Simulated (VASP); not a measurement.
TiO2, 6 atoms in the cell. The structure is tetragonal, space group P4_2nm (No. 102). Conventional cell: a = 4.597 Å, b = 4.597 Å, c = 2.993 Å, α = 90.00°, β = 90.00°, γ = 90.00°. Within 2.5 Å of Ti (site symmetry 2mm) lie 6 O at 1.90 to 2.03 Å. O (site symmetry m) has 3 Ti at 1.90 to 2.03 Å and 1 O at 2.53 Å within 2.6 Å.  This cell differs from its parent crystal: atoms displaced along a vibrational mode.

```yaml
Program: VASP 6.6.1
Task: single point
Functional: r2SCAN
Potentials_or_basis: VASP PAW PBE potentials, release 64 (Ti_sv, O)
Cutoff: 520 eV
k_mesh: 6 × 6 × 8
Occupations: gaussian, width 0.05 eV
Spin: no spin polarisation
Hubbard_terms: Ti d U = 4.0 eV
Dipole_correction: no
Further_INCAR_settings: ALGO = Normal; EDIFF = 1e-07; NBANDS = 33
```

Potentials or basis: VASP PAW PBE potentials, release 64 (Ti_sv, O).

Launch:

```sh
$ cat potpaw_PBE.64/Ti_sv/POTCAR potpaw_PBE.64/O/POTCAR > POTCAR
$ cp INCAR.step1 INCAR
$ mpirun -np 1 vasp_std > vasp.out
$ cp INCAR.step2 INCAR
$ mpirun -np 1 vasp_std > vasp.out
```

Hardware: 1 thread of Intel(R) Xeon(R) Platinum 8259CL CPU @ 2.50GHz (Skylake/Cascade Lake), on a shared host.

Task: How long does it take, and how much memory?

Result: Run time: 4.8 min on 1 thread of Intel(R) Xeon(R) Platinum 8259CL CPU @ 2.50GHz (Skylake/Cascade Lake), on a shared host, peak memory 0.23 GiB. Counts: k points 50.
